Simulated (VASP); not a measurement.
Crystal: W.

```
W
1.0
    -1.58234    1.58234    1.58234
     1.58234   -1.58234    1.58234
     1.58234    1.58234   -1.58234
W
1
Cartesian
  0.0000 0.0000 0.0000
```

* Program: VASP 6.6.1
* Task: relaxation of cell and atoms
* Functional: LDA
* Potentials or basis: VASP PAW LDA potentials, release 64 (W_sv)
* Cutoff: 600 eV
* k mesh: 10 × 10 × 10
* Occupations: methfessel-paxton, width 0.1 eV
* Spin: no spin polarisation

At the start: pressure -6.7 GPa; volume 15.85 Å³/atom.

How do energy, volume and symmetry change on relaxing?

Over 4 steps the energy falls by 6.8 meV/atom and the volume is 15.53 Å³/atom (-2.0 %); space group Im-3m (No. 229, to 0.05 Å).

The path:
| step | energy change (eV) | largest force (eV/Å) | pressure (GPa) | volume (Å³) |
| --- | --- | --- | --- | --- |
| 1 | 0.0000 | 0.0000 | -6.67 | 15.85 |
| 2 | 0.0956 | 0.0000 | 30.75 | 14.38 |
| 3 | -0.0068 | 0.0000 | -0.23 | 15.54 |
| 4 | -0.0068 | 0.0000 | -0.04 | 15.53 |

Final structure:
```cif
data_structure
_symmetry_space_group_name_H-M 'P 1'
_symmetry_Int_Tables_number 1
_cell_length_a 2.7221
_cell_length_b 2.7221
_cell_length_c 2.7221
_cell_angle_alpha 109.471
_cell_angle_beta 109.471
_cell_angle_gamma 109.471
_cell_volume 15.53
loop_
_atom_site_label
_atom_site_type_symbol
_atom_site_fract_x
_atom_site_fract_y
_atom_site_fract_z
_atom_site_occupancy
W1 W 0.00000 0.00000 0.00000 1
```
